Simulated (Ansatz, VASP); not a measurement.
One calculation of Al2Ru, two programs

File INCAR:

```
SYSTEM = Al2Ru
PREC     = Accurate       ! precision mode
ENCUT    = 520            ! plane-wave cutoff, eV
EDIFF    = 1E-6           ! SCF threshold, eV
ISMEAR   = 0              ! smearing method
SIGMA    = 0.03           ! smearing width, eV
LREAL    = .False.        ! projectors in reciprocal space
LASPH    = .True.         ! aspherical terms in the spheres
NELM     = 100            ! most SCF steps
ALGO     = Normal         ! electronic algorithm
ISIF     = 2              ! what is computed and relaxed
LWAVE    = .False.        ! write WAVECAR
LCHARG   = .True.         ! write CHGCAR
GGA      = CA             ! functional
LELF     = .True.         ! ELF
LVHAR    = .True.       
NBANDS   = 29             ! bands
```

The input KPOINTS:

```
regular mesh
0
Gamma
  10 10 10
  0 0 0
```

Contents of POSCAR:

```
Al2Ru
1.0
    0.0000000000      3.9302323774      4.3208008927
    2.4594636095      0.0000000000      4.3208008927
    2.4594636095      3.9302323774      0.0000000000
Al Ru
4 2
Direct
    0.0788992938      0.4211007062      0.0788992938
    0.4211007062      0.0788992938      0.4211007062
    0.1711007062      0.8288992938      0.1711007062
    0.8288992938      0.1711007062      0.8288992938
    0.7500000000      0.7500000000      0.7500000000
    0.5000000000      0.5000000000      0.5000000000
```

Input for Ansatz:

```yaml
crystal:
  lattice:
    - [0.0, 3.9302323774, 4.3208008927]
    - [2.4594636095, 0.0, 4.3208008927]
    - [2.4594636095, 3.9302323774, 0.0]
  atoms:
    - { symbol: Al, position: [0.0788992938, 0.4211007062, 0.0788992938] }
    - { symbol: Al, position: [0.4211007062, 0.0788992938, 0.4211007062] }
    - { symbol: Al, position: [0.1711007062, 0.8288992938, 0.1711007062] }
    - { symbol: Al, position: [0.8288992938, 0.1711007062, 0.8288992938] }
    - { symbol: Ru, position: [0.75, 0.75, 0.75] }
    - { symbol: Ru, position: [0.5, 0.5, 0.5] }
basis:
  ecutwfc: 420
kpoints:
  mp_grid: { grid: [10, 10, 10] }
hamiltonian:
  xc: lda
  pseudopotentials: { kind: paw, azcp: { folder: soft_1 } }
scf:
  occupations: { method: gaussian, width: 0.03 }
output:
  forces: true
  stress: true
  eigenvalues: true
```

Change from the starting cell: volume 13.922 Å^3 an atom, stretch along a over the lengths across it, relative to the relaxed cell 1.0621.

Alike in both runs: task single point; functional LDA; k mesh 10 × 10 × 10; occupations gaussian, width 0.03 eV; no spin polarisation.

```csv
,VASP,Ansatz
version,VASP 6.6.1,Ansatz 0.2.0
potentials or method,"VASP PAW LDA potentials, release 64 (Al, Ru_pv), cutoff 520 eV","scalar-relativistic, plane waves, PAW"
valence electrons in the cell,40,44
```

Ansatz gave:

| Property | Result |
| --- | --- |
| gap on the k mesh at the Fermi level (eV) | 0.33 |
| least direct gap on the mesh (eV) | 1.14 |
| pressure (GPa) | -6.5 |
| traceless stress, the component that is largest in VASP (GPa) | -10.32 |
| rms of the force components (eV/Å) | 0.150 |

Q: Which values does VASP return?

A: gap on the k mesh at the Fermi level (eV): 0.32; least direct gap on the mesh (eV): 1.15; pressure (GPa): -6.1; traceless stress, the component that is largest in VASP (GPa): -10.34; rms of the force components (eV/Å): 0.146.

Ansatz warns that its potentials were made for another functional, while VASP's fit it. LDA's correlation is that of Perdew and Zunger in VASP and of Perdew and Wang (1992) in Ansatz. Atom by atom the forces differ by 0.004 eV/Å (rms over components). VASP's potentials hold 40 valence electrons a cell and Ansatz's 44, so a difference there can come from the potentials and not from the codes.
